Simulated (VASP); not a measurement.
LiSi16 (a cell with a defect), 17 atoms in the cell. The cell holds a defect, 17 atoms: a = 7.679 Å, b = 7.679 Å, c = 7.679 Å, α = 60.00°, β = 60.00°, γ = 60.00°. 

```yaml
Program: VASP 6.6.1
Task: single point
Functional: PBE
Potentials_or_basis: VASP PAW PBE potentials, release 64 (Si, Li_sv)
Cutoff: 520 eV
k_mesh: 2 × 2 × 2
Occupations: fermi-dirac, width 0.05 eV
Spin: no spin polarisation
Dipole_correction: no
Charge: 1
Further_INCAR_settings: LREAL = Auto; ALGO = Normal; EDIFF = 1e-06; NBANDS = 48; NELECT = 66.0
```

Potentials or basis: VASP PAW PBE potentials, release 64 (Si, Li_sv).

Launch:

```sh
$ cat potpaw_PBE.64/Si/POTCAR potpaw_PBE.64/Li_sv/POTCAR > POTCAR
$ mpirun -np 1 vasp_std > vasp.out
```

Hardware: 1 thread of Intel(R) Xeon(R) Platinum 8488C (Sapphire Rapids), with other jobs on the host.

**Question.** How long does it take, and how much memory?

**Answer.** Run time: 4.4 min on 1 thread of Intel(R) Xeon(R) Platinum 8488C (Sapphire Rapids), with other jobs on the host, peak memory 0.48 GiB. Counts: scf iterations 14, k points 8.
